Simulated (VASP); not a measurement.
Write the native input for VASP 6.6.1 that does the following.

```
Task                   : relaxation of cell and atoms
Functional             : PBE
Dispersion             : D3(BJ)
Potentials or basis    : VASP PAW PBE potentials, release 64 (Ti_sv, Al)
Cutoff                 : 500 eV
k mesh                 : 9 × 9 × 9
Occupations            : methfessel-paxton, width 0.1 eV
Spin                   : no spin polarisation
Dipole correction      : no
Further INCAR settings : ALGO = Normal; EDIFF = 1e-07; IBRION = 2; EDIFFG = -0.005; NSW = 80; ISIF = 3
```

The structure of TiAl3 lies in POSCAR:

```
TiAl3
1.0
   -1.9111070000      1.9111070000      4.2806690000
    1.9111070000     -1.9111070000      4.2806690000
    1.9111070000      1.9111070000     -4.2806690000
Ti Al
1 3
Direct
    0.0000000000      0.0000000000      0.0000000000
    0.5000000000      0.5000000000      0.0000000000
    0.7500000000      0.2500000000      0.5000000000
    0.2500000000      0.7500000000      0.5000000000
```

One way to write it, as run:

INCAR

```
SYSTEM = TiAl3
PREC = Accurate
ENCUT = 500
EDIFF = 1E-7
ISMEAR = 1
SIGMA = 0.1
LREAL = .False.
LASPH = .True.
NELM = 120
ALGO = Normal
ISIF = 3
LWAVE = .False.
LCHARG = .False.
GGA = PE
IVDW = 12
IBRION = 2
NSW = 80
EDIFFG = -0.005
GGA_COMPAT = .False.
NELMIN = 4
```

KPOINTS

```
regular mesh
0
Gamma
  9 9 9
  0 0 0
```

Potentials or basis: VASP PAW PBE potentials, release 64 (Ti_sv, Al).

Launch:

```bash
$ cat potpaw_PBE.64/Ti_sv/POTCAR potpaw_PBE.64/Al/POTCAR > POTCAR
$ mpirun -np 1 vasp_std > vasp.out
```

It gave:

```json
{
 "Relaxed volume": "15.29 Å³/atom",
 "Relaxed cell": "a = 5.026 Å, b = 5.026 Å, c = 5.026 Å, α = 135.66°, β = 135.66°, γ = 64.51°",
 "Space group after relaxing (to 0.1 Å)": "I4/mmm (No. 139)",
 "Energy gained by relaxing": "2.7 meV/atom",
 "Ionic steps": "3",
 "Pressure after relaxing": "0.0 GPa",
 "Band gap on the k mesh": "zero (an odd number of electrons rules out a gap without spin polarisation)",
 "Dispersion energy per atom": "-0.435 eV"
}
```

Wall time 100 s on 1 thread of Intel(R) Xeon(R) 6975P-C (Granite Rapids), with other jobs on the host, peak memory 0.29 GiB.
